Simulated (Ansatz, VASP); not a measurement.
## One calculation of Na2S, two programs

Contents of INCAR:

```
SYSTEM = Na2S
  PREC = Accurate
  ENCUT = 500
  EDIFF = 1E-6
  ISMEAR = 0
  SIGMA = 0.05
  LREAL = .False.
  LASPH = .True.
  NELM = 120
  ALGO = Normal
  ISIF = 2
  LWAVE = .False.
  LCHARG = .True.
  GGA = PS
  IVDW = 12
  LELF = .True.
  LVHAR = .True.
  NBANDS = 17
  GGA_COMPAT = .False.
```

KPOINTS

```
regular mesh
0
Gamma
  6 6 6
  0 0 0
```

The input POSCAR:

```
Na2S
1.0
    0.0000000000      3.1686997034      3.1686997034
    3.1686997034      0.0000000000      3.1686997034
    3.1686997034      3.1686997034      0.0000000000
Na S
2 1
Direct
    0.2500000000      0.2500000000      0.2500000000
    0.7500000000      0.7500000000      0.7500000000
    0.0000000000      0.0000000000      0.0000000000
```

Input for Ansatz:

```yaml
crystal:
  lattice:
    - [0.0, 3.1686997034, 3.1686997034]
    - [3.1686997034, 0.0, 3.1686997034]
    - [3.1686997034, 3.1686997034, 0.0]
  atoms:
    - { symbol: Na, position: [0.25, 0.25, 0.25] }
    - { symbol: Na, position: [0.75, 0.75, 0.75] }
    - { symbol: S, position: [0.0, 0.0, 0.0] }
basis:
  ecutwfc: 420
  ecutrho_ratio: 4
kpoints:
  mp_grid: { grid: [6, 6, 6] }
hamiltonian:
  xc: pbesol
  dispersion: d3bj
scf:
  occupations: { method: gaussian, width: 0.05 }
output:
  forces: true
  stress: true
  eigenvalues: true
```

Alike in both runs: task single point; functional PBEsol; dispersion D3(BJ); k mesh 6 × 6 × 6; occupations gaussian, width 0.05 eV; no spin polarisation.

|  | VASP | Ansatz |
| --- | --- | --- |
| version | VASP 6.6.1 | Ansatz 0.2.0 |
| potentials or method | VASP PAW PBE potentials, release 64 (Na_pv, S), cutoff 500 eV | scalar-relativistic, plane waves, PAW |
| valence electrons in the cell | 20 | 24 |

Ansatz gave:

* gap on the k mesh at the Fermi level (eV): 2.69
* least direct gap on the mesh (eV): 2.69
* pressure (GPa): 0.7

Task: Estimate VASP's values.

Result: gap on the k mesh at the Fermi level (eV): 2.68; least direct gap on the mesh (eV): 2.68; pressure (GPa): 0.8.

VASP's potentials were made for PBE, not for PBEsol. VASP's potentials hold 20 valence electrons a cell and Ansatz's 24, so a difference there can come from the potentials and not from the codes.
